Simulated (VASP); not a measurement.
# SiSe (P-6m2) in VASP: density of states with PBE

Aim: the density of states of SiSe with PBE.

Program: VASP 6.6.1. These are calculated values, not measurements. Logs are shortened: lines on timing, memory, paths and dates and some standing lists are left out, and cuts for length are marked.

### Step 1. The cell of the first run

It takes space group P-6m2 (No. 187, hexagonal). Conventional cell: a = 3.595 Å, b = 3.595 Å, c = 3.599 Å, α = 90.00°, β = 90.00°, γ = 120.00°. Within 3.6 Å of Si (site symmetry -6m2) lie 6 Se at 2.75 Å and 8 Si at 3.60 Å. Se (site symmetry -6m2) has 6 Si at 2.75 Å and 8 Se at 3.60 Å within 3.6 Å.

### Step 2. Density of states, PBE

File POSCAR:

```
SiSe
1.0
    3.5952000000      0.0000000000      0.0000000000
   -1.7976000000      3.1135300000      0.0000000000
    0.0000000000      0.0000000000      3.5987300000
Si Se
1 1
Direct
    0.6666700000      0.3333300000      0.5000000000
    0.0000000000      0.0000000000      0.0000000000
```

File INCAR.step1:

```
SYSTEM = SiSe
ALGO = Normal ; EDIFF = 1E-7
ENCUT = 520 ; GGA = PE
ISIF = 2 ; ISMEAR = -1
LASPH = .TRUE. ; LCHARG = .TRUE.
LREAL = .FALSE. ; LWAVE = .FALSE.
NBANDS = 12 ; NELM = 100
PREC = Accurate ; SIGMA = 0.05
```

File KPOINTS.step1:

```
k-points
0
G
  9 9 7
  0 0 0
```

File INCAR.step2:

```
SYSTEM = SiSe
ALGO = Normal ; EDIFF = 1E-7
ENCUT = 520 ; GGA = PE
ICHARG = 11 ; ISIF = 2
ISMEAR = -5 ; LASPH = .TRUE.
LCHARG = .FALSE. ; LORBIT = 11
LREAL = .FALSE. ; LWAVE = .FALSE.
NEDOS = 1001 ; NELM = 100
PREC = Accurate ; SIGMA = 0.05
```

File KPOINTS.step2:

```
k-points
0
G
  14 14 11
  0 0 0
```

Potentials or basis: VASP PAW PBE potentials, release 64 (Si, Se).

The run is started by

```
cat potpaw_PBE.64/Si/POTCAR potpaw_PBE.64/Se/POTCAR > POTCAR
cp INCAR.step1 INCAR
cp KPOINTS.step1 KPOINTS
mpirun -np 1 vasp_std > vasp.out
cp INCAR.step2 INCAR
cp KPOINTS.step2 KPOINTS
mpirun -np 1 vasp_std > vasp.out
```

OUTCAR:

```text
SYSTEM = SiSe
   EDIFF = 1E-7
   ENCUT = 520
   GGA = PE
   ICHARG = 11
   ISIF = 2
   ISMEAR = -5
   LASPH = .TRUE.
   LORBIT = 11
   LREAL = .FALSE.
   NELM = 100
   PREC = Accurate

 ion  position               nearest neighbor table
   1  0.667  0.333  0.500-   2 2.75   2 2.75   2 2.75   2 2.75   2 2.75   2 2.75
   2  0.000  0.000  0.000-   1 2.75   1 2.75   1 2.75   1 2.75   1 2.75   1 2.75

  LATTYP: Found a hexagonal cell.
 ALAT       =     3.5952000000
 C/A-ratio  =     1.0009818647

  Lattice vectors:

 A1 = (   3.5952000000,   0.0000000000,   0.0000000000)
 A2 = (  -1.7976000000,   3.1135300000,   0.0000000000)
 A3 = (   0.0000000000,   0.0000000000,   3.5987300000)

Analysis of symmetry for initial positions (statically):
=====================================================================
 Subroutine PRICEL returns:
 Original cell was already a primitive cell.

 Routine SETGRP: Setting up the symmetry group for a
 hexagonal supercell.

 Subroutine GETGRP returns: Found  4 space group operations
 (whereof  4 operations were pure point group operations)
 out of a pool of 24 trial point group operations.

The static configuration has the point symmetry C_2v.

Analysis of symmetry for dynamics (positions and initial velocities):
=====================================================================
 Subroutine PRICEL returns:
 Original cell was already a primitive cell.

 Routine SETGRP: Setting up the symmetry group for a
 hexagonal supercell.

 Subroutine GETGRP returns: Found  4 space group operations
 (whereof  4 operations were pure point group operations)
 out of a pool of 24 trial point group operations.

The dynamic configuration has the point symmetry C_2v.

 Subroutine INISYM returns: Found  4 space group operations
 (whereof  4 operations are pure point group operations),
 and found     1 'primitive' translations

----------------------------------------------------------------------------------------

                                     Primitive cell

  volume of cell :      40.2833

  direct lattice vectors                    reciprocal lattice vectors
     3.595200000  0.000000000  0.000000000     0.278148643  0.160589427  0.000000000
    -1.797600000  3.113530000  0.000000000     0.000000000  0.321178855  0.000000000
     0.000000000  0.000000000  3.598730000     0.000000000  0.000000000  0.277875806

  length of vectors
     3.595200000  3.595196075  3.598730000     0.321178504  0.321178855  0.277875806

  position of ions in fractional coordinates (direct lattice)
[... 89 lines left out ...]
   POTIM  = 0.5000    time-step for ionic-motion
   TEBEG  =    0.0;   TEEND  =   0.0 temperature during run
   PSTRESS=    0.0 pullay stress
   NELECT =      10.0000    total number of electrons
   NUPDOWN=      -1.0000    fix difference up-down
   EMIN   =  10.00;   EMAX   =-10.00  energy-range for DOS
   EFERMI =   0.00;   METHOD = LEGACY
   ISMEAR =    -5;   SIGMA  =   0.05  broadening in eV -4-tet -1-fermi 0-gaus
   EFERMI_NEDOS =   21; number of points for ismear=-14 and -15
   IALGO  =     38    algorithm
   IMIX   =      4    mixing-type and parameters
     AMIX     =   0.40;   BMIX     =  1.00
     AMIX_MAG =   1.60;   BMIX_MAG =  1.00
  volume/ion in A,a.u.               =      20.14       135.92
  Fermi-wavevector in a.u.,A,eV,Ry     =   1.028884  1.944309 14.403156  1.058602
  Thomas-Fermi vector in A             =   2.162903
   LORBIT       =     11    0 simple, 1 ext, 2 COOP (PROOUT), +10 PAW based schemes
   GGA     = PE    functional components
   LHFCALC =     F    Hartree Fock is set to
   AEXX    =    0.0000 exact exchange contribution
   IVDW    =     0    specifies the selected vdW correction
   LEPSILON=     F    determine dielectric tensor
   LRPA    =     F    only Hartree local field effects (RPA)
 non-spin polarized calculation
 Fermi weights with tetrahedron method with Bloechl corrections
  energy-cutoff  :      520.00
  volume of cell :       40.28
 maximum number of plane-waves:      1105

 number of electron      10.0000000 magnetization

 Free energy of the ion-electron system (eV)
  ---------------------------------------------------
  ext. energy  EPLUGINS =         0.00000000
  ---------------------------------------------------
  free energy    TOTEN  =        -8.41004101 eV

  energy without entropy =       -8.41004101  energy(sigma->0) =       -8.41004101

 E-fermi :   6.1829     XC(G=0): -10.0949

 val. band max:        6.3205157825   @ k =   0.2857   0.2143   0.0909
 cond. band min:       6.2284683582   @ k =  -0.2857  -0.4286   0.0909
 fundamental gap:     -0.0920474243
 Fermi energy:         6.1828772858

 k-point     1 :       0.0000    0.0000    0.0000
  band No.  band energies     occupation
      1      -9.0923      2.00000
      2       1.4355      2.00000
      3       2.4766      2.00000
      4       4.3816      2.00000
      5       4.3817      2.00000
      6       9.0310      0.00000
      7       9.0312      0.00000
      8       9.6526      0.00000
      9      12.8958      0.00000
[... 265 lines left out ...]
 k-point    24 :       0.2857    0.0714    0.0000
  band No.  band energies     occupation
      1      -8.0900      2.00000
      2      -1.4508      2.00000
      3       2.6968      2.00000
      4       3.5787      2.00000
      5       4.6626      2.00000
      6       7.8441      0.00000
      7       9.3398      0.00000
      8      10.8686      0.00000
      9      11.5277      0.00000

 [... further k-points ...]
[... 5 lines left out ...]
  --------------------------------------------------------------------------------------
  -------------------------------------------------------------------------------------
  Total        0.1175333      0.1179167      0.2569707      0.0003324      0.0000000      0.0000000
  in kB        4.6746171      4.6898688     10.2204223      0.0132201      0.0000000      0.0000000
  external PRESSURE =       6.5283027 kB  Pullay stress =       0.0000000 kB

 VOLUME and BASIS-vectors are now :
 -----------------------------------------------------------------------------
  energy-cutoff  :      520.00
  volume of cell :       40.28
      direct lattice vectors                 reciprocal lattice vectors
     3.595200000  0.000000000  0.000000000     0.278148643  0.160589427  0.000000000
    -1.797600000  3.113530000  0.000000000     0.000000000  0.321178855  0.000000000
     0.000000000  0.000000000  3.598730000     0.000000000  0.000000000  0.277875806

 POSITION                                       TOTAL-FORCE (eV/Angst)
 -----------------------------------------------------------------------------------
      1.79762      1.03783      1.79937        -0.000021      0.000012      0.000000
      0.00000      0.00000      0.00000         0.000021     -0.000012      0.000000
 -----------------------------------------------------------------------------------
    total drift:                                0.000006      0.000007     -0.000000

  FREE ENERGIE OF THE ION-ELECTRON SYSTEM (eV)
  ---------------------------------------------------
  free  energy   TOTEN  =        -8.4100410057 eV

  energy  without entropy=       -8.4100410057  energy(sigma->0) =       -8.41004101

 total charge

# of ion       s       p       d       tot
------------------------------------------
    1        0.943   0.547   0.000   1.490
    2        1.493   2.238   0.054   3.784
--------------------------------------------------
tot          2.436   2.784   0.054   5.274
```

OUTCAR.step1:

```text
SYSTEM = SiSe
   EDIFF = 1E-7
   ENCUT = 520
   GGA = PE
   ISIF = 2
   ISMEAR = -1
   LASPH = .TRUE.
[... 581 lines left out ...]
      1.79762      1.03783      1.79937        -0.000022      0.000013      0.000000
      0.00000      0.00000      0.00000         0.000022     -0.000013      0.000000
 -----------------------------------------------------------------------------------
    total drift:                                0.000004      0.000008     -0.000000

  FREE ENERGIE OF THE ION-ELECTRON SYSTEM (eV)
  ---------------------------------------------------
  free  energy   TOTEN  =        -8.4089536474 eV

  energy  without entropy=       -8.4010927551  energy(sigma->0) =       -8.40502320
```

Wall time 3.3 min (1 thread of Intel Xeon 8259CL, shared host); peak memory 0.23 GiB.

What came out:

```yaml
Valence_electrons_inside_the_program's_atomic_spheres: Si 1.49; Se 3.78
```

Levels at points of the mesh, in eV from the Fermi level:
| k point | band 1 | band 2 | band 3 | band 4 | band 5 | band 6 | band 7 | band 8 | band 9 |
| --- | --- | --- | --- | --- | --- | --- | --- | --- | --- |
| (0.00, 0.00, 0.00) | -15.28 | -4.75 | -3.71 | -1.80 | -1.80 | 2.85 | 2.85 | 3.47 | 6.71 |
| (0.50, 0.00, 0.00) | -13.73 | -8.79 | -3.40 | -1.94 | -1.82 | 1.89 | 1.92 | 3.57 | 5.41 |
| (0.50, 0.50, 0.00) | -13.73 | -8.79 | -3.40 | -1.94 | -1.82 | 1.89 | 1.92 | 3.57 | 5.41 |

Caveat: tetrahedron occupations give inexact forces and stress in metals.
